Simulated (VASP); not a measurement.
# Fe (P4/nmm) in VASP: further runs

Fe is run at these levels: PBE; tasks: single point.

Program: VASP 6.6.1. These are calculated values, not measurements. Logs are shortened: lines on timing, memory, paths and dates and some standing lists are left out, and cuts for length are marked.

### Step 1. The cell of the first run

It takes space group P4/nmm (No. 129, tetragonal). Conventional cell: a = 2.866 Å, b = 2.866 Å, c = 2.866 Å, α = 90.00°, β = 90.00°, γ = 90.00°. Within 3.2 Å of Fe (site symmetry 4mm) lie 14 Fe at 2.44 to 2.87 Å.

### Step 2. Single point, PBE, non-collinear spin, typed start

The input, INCAR:

```
ALGO = Normal
EDIFF = 1E-6
ENCUT = 520
GGA = PE
ISIF = 2
ISMEAR = -1
LASPH = T
LCHARG = F
LMAXMIX = 4
LNONCOLLINEAR = T
LORBIT = 11
LREAL = F
LWAVE = F
MAGMOM = 0 0 2 1.147 0 1.638
NBANDS = 28
NELM = 150
PREC = Accurate
SIGMA = 0.27211386245988
```

The input, KPOINTS:

```
k-points
0
Gamma
  2 2 2
```

The input, POSCAR:

```
Fe
1.0
    2.8660000000      0.0000000000      0.0000000000
    0.0000000000      2.8660000000      0.0000000000
    0.0000000000      0.0000000000      2.8660000000
Fe
2
Direct
   -0.0069783671      0.0000000000      0.0000000000
    0.5200000000      0.5000000000      0.5000000000
```

Potentials or basis: VASP PAW PBE potentials, release 64 (Fe).

Started as:

```sh
> cat potpaw_PBE.64/Fe/POTCAR > POTCAR
> mpirun -np 1 vasp_ncl > vasp.out
```

OUTCAR:

```text
EDIFF = 1E-6
   ENCUT = 520
   GGA = PE
   ISIF = 2
   ISMEAR = -1
   LASPH = T
   LNONCOLLINEAR = T
   LORBIT = 11
   LREAL = F
   NELM = 150
   PREC = Accurate

 ion  position               nearest neighbor table
   1  0.993  0.000  0.000-   2 2.44   2 2.44   2 2.44   2 2.44   2 2.53   2 2.53   2 2.53   2 2.53

   2  0.520  0.500  0.500-   1 2.44   1 2.44   1 2.44   1 2.44   1 2.53   1 2.53   1 2.53   1 2.53

  LATTYP: Found a simple cubic cell.
 ALAT       =     2.8660000000

  Lattice vectors:

 A1 = (   2.8660000000,   0.0000000000,   0.0000000000)
 A2 = (   0.0000000000,   2.8660000000,   0.0000000000)
 A3 = (   0.0000000000,   0.0000000000,   2.8660000000)

Analysis of symmetry for initial positions (statically):
=====================================================================
 Subroutine PRICEL returns:
 Original cell was already a primitive cell.

 Routine SETGRP: Setting up the symmetry group for a
 simple cubic supercell.

 Subroutine GETGRP returns: Found 16 space group operations
 (whereof  8 operations were pure point group operations)
 out of a pool of 48 trial point group operations.

The static configuration has the point symmetry C_4v.
 The point group associated with its full space group is D_4h.

Analysis of symmetry for dynamics (positions and initial velocities):
=====================================================================
 Subroutine PRICEL returns:
 Original cell was already a primitive cell.

 Routine SETGRP: Setting up the symmetry group for a
 simple cubic supercell.

 Subroutine GETGRP returns: Found 16 space group operations
 (whereof  8 operations were pure point group operations)
 out of a pool of 48 trial point group operations.

The dynamic configuration has the point symmetry C_4v.
 The point group associated with its full space group is D_4h.

Analysis of structural, dynamic, and magnetic symmetry:
=====================================================================
 Subroutine PRICEL returns:
 Original cell was already a primitive cell.

 Routine SETGRP: Setting up the symmetry group for a
 simple cubic supercell.

 Subroutine GETGRP returns: Found  1 space group operations
 (whereof  1 operations were pure point group operations)
 out of a pool of 48 trial point group operations.

[... 107 lines left out ...]
   LORBIT       =     11    0 simple, 1 ext, 2 COOP (PROOUT), +10 PAW based schemes
   GGA     = PE    functional components
   LHFCALC =     F    Hartree Fock is set to
   AEXX    =    0.0000 exact exchange contribution
   IVDW    =     0    specifies the selected vdW correction
   LEPSILON=     F    determine dielectric tensor
   LRPA    =     F    only Hartree local field effects (RPA)
  energy-cutoff  :      520.00
  volume of cell :       23.54
 maximum number of plane-waves:      1284
 NGX is ok and might be reduce to    24
   NGX = 11   NGY = 11   NGZ = 11

 number of electron      15.9999994 magnetization       1.3080699      0.0186845      4.1607912

 number of electron      15.9999994 magnetization       1.2980510     -0.0031694      4.1196540

 Free energy of the ion-electron system (eV)
  ---------------------------------------------------
  ext. energy  EPLUGINS =         0.00000000
  ---------------------------------------------------
  free energy    TOTEN  =       -14.97104574 eV

  energy without entropy =      -13.98840071  energy(sigma->0) =      -14.47972322

 E-fermi :   5.9035     XC(G=0): -12.9023

 val. band max:        5.8240131584   @ k =   0.5000   0.5000   0.0000
 cond. band min:       5.9119652688   @ k =   0.5000   0.0000   0.0000
 fundamental gap:      0.0879521104
 Fermi energy:         5.9034656290

 k-point     1 :       0.0000    0.0000    0.0000
  band No.  band energies     occupation
      1      -2.9477      1.00000
      2      -2.3839      1.00000
      3       0.9050      1.00000
      4       0.9287      1.00000
      5       2.6563      0.99999
      6       2.6746      0.99999
[... 237 lines left out ...]
     27      14.5950      0.00000
     28      14.5950      0.00000

------------------------ aborting loop because EDIFF is reached ----------------------------------------

  FORCE on cell =-STRESS in cart. coord.  units (eV):
  Direction    XX          YY          ZZ          XY          YZ          ZX
  --------------------------------------------------------------------------------------
  -------------------------------------------------------------------------------------
  Total        1.2840926      1.4699591      1.4696551      0.0000005     -0.0000000      0.0000007
  in kB       87.3933473    100.0431292    100.0224437      0.0000315     -0.0000009      0.0000499
  external PRESSURE =      95.8196400 kB  Pullay stress =       0.0000000 kB

 VOLUME and BASIS-vectors are now :
 -----------------------------------------------------------------------------
  energy-cutoff  :      520.00
  volume of cell :       23.54
      direct lattice vectors                 reciprocal lattice vectors
     2.866000000  0.000000000  0.000000000     0.348918353  0.000000000  0.000000000
     0.000000000  2.866000000  0.000000000     0.000000000  0.348918353  0.000000000
     0.000000000  0.000000000  2.866000000     0.000000000  0.000000000  0.348918353

 POSITION                                       TOTAL-FORCE (eV/Angst)
 -----------------------------------------------------------------------------------
      2.84600      0.00000      0.00000         0.234306      0.000000      0.000002
      1.49032      1.43300      1.43300        -0.234306     -0.000000     -0.000002
 -----------------------------------------------------------------------------------
    total drift:                               -0.000149     -0.000001      0.000000

  FREE ENERGIE OF THE ION-ELECTRON SYSTEM (eV)
  ---------------------------------------------------
  free  energy   TOTEN  =       -14.9710457383 eV

  energy  without entropy=      -13.9884007099  energy(sigma->0) =      -14.47972322

 total charge

# of ion       s       p       d       tot
------------------------------------------
    1        0.472   0.510   6.237   7.218
    2        0.472   0.510   6.237   7.218
--------------------------------------------------
tot          0.943   1.020  12.473  14.437

 magnetization (x)

# of ion       s       p       d       tot
------------------------------------------
    1       -0.010   0.021  -0.249  -0.238
    2        0.015   0.041   1.434   1.490
--------------------------------------------------
tot          0.005   0.062   1.185   1.252

 magnetization (y)

# of ion       s       p       d       tot
------------------------------------------
    1       -0.000  -0.000  -0.002  -0.002
    2        0.000  -0.000  -0.001  -0.001
--------------------------------------------------
tot         -0.000  -0.000  -0.003  -0.003

 magnetization (z)

# of ion       s       p       d       tot
------------------------------------------
    1        0.012   0.101   2.145   2.259
    2        0.004   0.095   1.615   1.715
--------------------------------------------------
tot          0.016   0.197   3.761   3.974
```

stdout:

```text
POSCAR found type information on POSCAR Fe
 POSCAR found :  1 types and       2 ions
 scaLAPACK will be used
 LDA part: xc-table for (Slater+PW92), standard interpolation
 POSCAR, INCAR and KPOINTS ok, starting setup
 FFT: planning ... GRIDC
 FFT: planning ... GRID_SOFT
 FFT: planning ... GRID
 WAVECAR not read
 entering main loop
```

Run time: 64 s. Hardware: 1 thread of Intel Xeon 8259CL, shared host; peak memory 0.19 GiB.

Results:

```yaml
Free_energy: -14.9710 eV
Pressure: 9.6 GPa
Largest_force: 0.234 eV/Å
Band_gap_on_the_k_mesh: zero (bands 16 and 17 overlap by 0.56 eV)
Net_moment: 4.32 μB per cell
Valence_electrons_inside_the_program's_atomic_spheres: Fe 7.22
```

Forces on the atoms (eV/Å):
```
Fe   0.234  0.000  0.000
Fe  -0.234  0.000  0.000
```

Levels at points of the mesh, in eV from the Fermi level:
```tsv
k point	band 13	band 14	band 15	band 16	band 17	band 18
(0.00, 0.00, 0.00)	-0.90	-0.90	0.12	0.12	0.14	1.24
(0.50, 0.00, 0.00)	-1.14	-0.66	-0.36	-0.28	-0.28	-0.26
(0.00, 0.50, 0.00)	-1.01	-1.01	-0.32	-0.32	-0.19	-0.19
(0.00, 0.00, 0.50)	-1.01	-1.01	-0.32	-0.32	-0.19	-0.19
(0.50, 0.50, 0.00)	-0.08	-0.08	0.28	0.28	0.39	0.39
(0.00, 0.50, 0.50)	-0.11	-0.11	0.24	0.24	0.43	0.43
(0.50, 0.00, 0.50)	-0.08	-0.08	0.28	0.28	0.39	0.39
(0.50, 0.50, 0.50)	-1.13	-1.13	-1.13	-1.13	1.64	1.64
```

Moments on the atoms (μB; x, y, z):
```
Fe  -0.24  0.00  2.26
Fe   1.49  0.00  1.72
```

Caveat: the k points lie up to 1.10 Å⁻¹ apart, too coarse for converged energies and pressures of a metal.

### Step 3. Single point, PBE, non-collinear spin, typed start

The input, INCAR:

```
  PREC = Accurate
  ENCUT = 520
  EDIFF = 1E-6
  ISMEAR = -1
  SIGMA = 0.27211386245988
  LREAL = F
  LASPH = T
  NELM = 150
  ALGO = Normal
  ISIF = 2
  LWAVE = F
  LCHARG = F
  LNONCOLLINEAR = T
  MAGMOM = 0 0 2 1.414 0 1.414
  LORBIT = 11
  LMAXMIX = 4
  GGA = PE
  NBANDS = 28
```

The input, KPOINTS:

```
regular mesh
0
Gamma
  2 2 2
```

POSCAR is that of step 2.

Potentials or basis: VASP PAW PBE potentials, release 64 (Fe).

Started as:

```sh
> cat potpaw_PBE.64/Fe/POTCAR > POTCAR
> mpirun -np 1 vasp_ncl > vasp.out
```

Run time: 60 s. Hardware: 1 thread of Intel Xeon 8259CL, shared host; peak memory 0.19 GiB.

The run converged. Its results:

```
Free energy                                           : -14.9710 eV
Pressure                                              : 9.6 GPa
Largest force                                         : 0.234 eV/Å
Band gap on the k mesh                                : zero (bands 16 and 17 overlap by 0.56 eV)
Net moment                                            : 4.32 μB per cell
Valence electrons inside the program's atomic spheres : Fe 7.22
```

Forces in eV/Å, atoms in the order of the input:
```
Fe   0.234  0.000  0.000
Fe  -0.234  0.000  0.000
```

Stress tensor (GPa, compression positive):
```
 8.74  0.00  0.00
 0.00 10.01  0.00
 0.00  0.00 10.00
```

Levels at points of the mesh, in eV from the Fermi level:
```
           k point  band 12  band 13  band 14  band 15  band 16  band 17  band 18  band 19
(0.00, 0.00, 0.00)    -0.92    -0.90    -0.90     0.12     0.12     0.14     1.24     1.30
(0.50, 0.00, 0.00)    -1.18    -1.14    -0.66    -0.36    -0.28    -0.28    -0.26    -0.26
(0.00, 0.50, 0.00)    -1.30    -1.01    -1.01    -0.32    -0.32    -0.19    -0.19    -0.16
(0.00, 0.00, 0.50)    -1.30    -1.01    -1.01    -0.32    -0.32    -0.19    -0.19    -0.16
(0.50, 0.50, 0.00)    -1.16    -0.08    -0.08     0.28     0.28     0.39     0.39     1.18
(0.00, 0.50, 0.50)    -1.16    -0.11    -0.11     0.24     0.24     0.43     0.43     1.11
(0.50, 0.00, 0.50)    -1.16    -0.08    -0.08     0.28     0.28     0.39     0.39     1.18
(0.50, 0.50, 0.50)    -1.98    -1.13    -1.13    -1.13    -1.13     1.64     1.64     1.65
```

Moments on the atoms (μB; x, y, z):
```
Fe  -0.04  0.00  2.27
Fe   1.63  0.00  1.58
```

Caveat: the k points lie up to 1.10 Å⁻¹ apart, too coarse for converged energies and pressures of a metal.

### Step 4. Single point, PBE, non-collinear spin, typed start

The input, INCAR:

```
PREC     = Accurate       # precision mode
ENCUT    = 520            # plane-wave cutoff, eV
EDIFF    = 1E-7           # SCF threshold, eV
ISMEAR   = -1             # smearing method
SIGMA    = 0.27211386245988 # smearing width, eV
LREAL    = F              # projectors in reciprocal space
LASPH    = T              # aspherical terms in the spheres
NELM     = 150            # most SCF steps
ALGO     = Normal         # electronic algorithm
ISIF     = 2              # what is computed and relaxed
LWAVE    = F              # write WAVECAR
LCHARG   = T              # write CHGCAR
LNONCOLLINEAR= T              # non-collinear magnetism
MAGMOM   = 0 0 2 0.174 0 1.992 # initial moments
LORBIT   = 11             # projections on sites
LMAXMIX  = 4              # l up to which the mixer works
GGA      = PE             # functional
LVHAR    = T            
NBANDS   = 28             # bands
```

The input, KPOINTS:

```
Automatic mesh
0
Gamma
  2 2 2
```

POSCAR is that of step 3.

Potentials or basis: VASP PAW PBE potentials, release 64 (Fe).

Started as:

```sh
> cat potpaw_PBE.64/Fe/POTCAR > POTCAR
> mpirun -np 1 vasp_ncl > vasp.out
```

OUTCAR:

```text
PREC = Accurate
   ENCUT = 520
   EDIFF = 1E-7
   ISMEAR = -1
   LREAL = F
   LASPH = T
   NELM = 150
   ISIF = 2
   LNONCOLLINEAR = T
   LORBIT = 11
   GGA = PE

 ion  position               nearest neighbor table
   1  0.993  0.000  0.000-   2 2.44   2 2.44   2 2.44   2 2.44   2 2.53   2 2.53   2 2.53   2 2.53

   2  0.520  0.500  0.500-   1 2.44   1 2.44   1 2.44   1 2.44   1 2.53   1 2.53   1 2.53   1 2.53

  LATTYP: Found a simple cubic cell.
 ALAT       =     2.8660000000

  Lattice vectors:

 A1 = (   2.8660000000,   0.0000000000,   0.0000000000)
 A2 = (   0.0000000000,   2.8660000000,   0.0000000000)
 A3 = (   0.0000000000,   0.0000000000,   2.8660000000)

Analysis of symmetry for initial positions (statically):
[... 451 lines left out ...]
 -----------------------------------------------------------------------------------
    total drift:                               -0.000147     -0.000000     -0.000000

  FREE ENERGIE OF THE ION-ELECTRON SYSTEM (eV)
  ---------------------------------------------------
  free  energy   TOTEN  =       -14.9745443443 eV

  energy  without entropy=      -13.9645289051  energy(sigma->0) =      -14.46953662

 total charge

# of ion       s       p       d       tot
------------------------------------------
    1        0.470   0.505   6.246   7.221
    2        0.470   0.505   6.246   7.221
--------------------------------------------------
tot          0.940   1.010  12.492  14.442

 magnetization (x)

# of ion       s       p       d       tot
------------------------------------------
    1        0.000   0.005   0.095   0.100
    2        0.000   0.005   0.092   0.098
--------------------------------------------------
tot          0.001   0.010   0.187   0.198

 magnetization (y)

# of ion       s       p       d       tot
------------------------------------------
    1       -0.000  -0.000  -0.001  -0.002
    2       -0.000  -0.000  -0.001  -0.001
--------------------------------------------------
tot         -0.000  -0.000  -0.003  -0.003

 magnetization (z)

# of ion       s       p       d       tot
------------------------------------------
    1        0.008   0.114   2.138   2.261
    2        0.008   0.114   2.138   2.261
--------------------------------------------------
tot          0.016   0.228   4.277   4.521
```

OSZICAR:

```text
N       E                     dE             d eps       ncg     rms          rms(c)
DAV:   1     0.115456811595E+03    0.11546E+03   -0.67861E+03   448   0.148E+03
DAV:   2    -0.114607300842E+02   -0.12692E+03   -0.11846E+03   448   0.303E+02
[... 20 lines left out ...]
DAV:  23    -0.149745400057E+02   -0.30359E-05   -0.10487E-03   776   0.760E-01    0.508E-03
DAV:  24    -0.149745438354E+02   -0.38297E-05   -0.11544E-04   752   0.202E-01    0.240E-03
DAV:  25    -0.149745441840E+02   -0.34859E-06   -0.30670E-06   636   0.211E-02    0.144E-03
DAV:  26    -0.149745442370E+02   -0.52996E-07   -0.94839E-06   632   0.748E-02    0.971E-04
DAV:  27    -0.149745442460E+02   -0.89808E-08   -0.10579E-05   736   0.754E-02    0.691E-04
DAV:  28    -0.149745443443E+02   -0.98343E-07   -0.78718E-07   628   0.194E-02
   1 F= -.14974544E+02 E0= -.14469537E+02  d E =-.101002E+01  mag=     0.2050    -0.0031     4.6922
```

Wall time 51 s (1 thread of Intel Xeon 8259CL, shared host); peak memory 0.19 GiB.

Results:

```yaml
Free_energy: -14.9745 eV
Pressure: 9.6 GPa
Largest_force: 0.156 eV/Å
Band_gap_on_the_k_mesh: zero (bands 16 and 17 overlap by 0.43 eV)
Net_moment: 4.70 μB per cell
Valence_electrons_inside_the_program's_atomic_spheres: Fe 7.22
```

Forces in eV/Å, atoms in the order of the input:
```
Fe   0.156  0.000  0.000
Fe  -0.156  0.000  0.000
```

Stress tensor (GPa, compression positive):
```
 8.73  0.00  0.00
 0.00 10.11  0.00
 0.00  0.00 10.11
```

Moments on the atoms (μB; x, y, z):
```
Fe  0.10 0.00 2.26
Fe  0.10 0.00 2.26
```

Caveat: the k points lie up to 1.10 Å⁻¹ apart.

### Step 5. Single point, PBE, non-collinear spin, typed start

The input, INCAR:

```
SYSTEM = Fe
  ALGO = Normal
  EDIFF = 1E-7
  ENCUT = 520
  GGA = PE
  ISIF = 2
  ISMEAR = -1
  LASPH = .True.
  LCHARG = .False.
  LMAXMIX = 4
  LNONCOLLINEAR = .True.
  LORBIT = 11
  LREAL = .False.
  LWAVE = .False.
  MAGMOM = -0.743 0 1.857 1.487 0 1.338
  NBANDS = 28
  NELM = 150
  PREC = Accurate
  SIGMA = 0.27211386245988
```

The input, KPOINTS:

```
k-points
0
Gamma
  2 2 2
  0 0 0
```

POSCAR is that of step 4.

Started as:

```sh
> cat potpaw_PBE.64/Fe/POTCAR > POTCAR
> mpirun -np 1 vasp_ncl > vasp.out
```

It took 57 s on 1 thread of Intel Xeon 8259CL, shared host; peak memory 0.19 GiB.

It converged, with:

| Property | Result |
| --- | --- |
| Free energy | -14.9710 eV |
| Pressure | 9.6 GPa |
| Largest force | 0.234 eV/Å |
| Band gap on the k mesh | zero (bands 16 and 17 overlap by 0.56 eV) |
| Net moment | 4.32 μB per cell |
| Valence electrons inside the program's atomic spheres | Fe 7.22 |

Forces in eV/Å, atoms in the order of the input:
```
Fe   0.234  0.000  0.000
Fe  -0.234  0.000  0.000
```

Stress tensor (GPa, compression positive):
```
 8.74  0.00  0.00
 0.00 10.01  0.00
 0.00  0.00 10.00
```

Levels at points of the mesh, in eV from the Fermi level:
| k point | band 12 | band 13 | band 14 | band 15 | band 16 | band 17 | band 18 | band 19 |
| --- | --- | --- | --- | --- | --- | --- | --- | --- |
| (0.00, 0.00, 0.00) | -0.92 | -0.90 | -0.90 | 0.12 | 0.12 | 0.14 | 1.24 | 1.30 |
| (0.50, 0.00, 0.00) | -1.18 | -1.14 | -0.66 | -0.36 | -0.28 | -0.28 | -0.26 | -0.26 |
| (0.00, 0.50, 0.00) | -1.30 | -1.01 | -1.01 | -0.32 | -0.32 | -0.19 | -0.19 | -0.16 |
| (0.00, 0.00, 0.50) | -1.30 | -1.01 | -1.01 | -0.32 | -0.32 | -0.19 | -0.19 | -0.16 |
| (0.50, 0.50, 0.00) | -1.16 | -0.08 | -0.08 | 0.28 | 0.28 | 0.39 | 0.39 | 1.18 |
| (0.00, 0.50, 0.50) | -1.16 | -0.11 | -0.11 | 0.24 | 0.24 | 0.43 | 0.43 | 1.11 |
| (0.50, 0.00, 0.50) | -1.16 | -0.08 | -0.08 | 0.28 | 0.28 | 0.39 | 0.39 | 1.18 |
| (0.50, 0.50, 0.50) | -1.98 | -1.13 | -1.13 | -1.13 | -1.13 | 1.64 | 1.64 | 1.65 |

Moments on the atoms (μB; x, y, z):
```
Fe  -0.41  0.00  2.23
Fe   1.35  0.00  1.82
```

Caveat: the k points lie up to 1.10 Å⁻¹ apart, too coarse for converged energies and pressures of a metal.
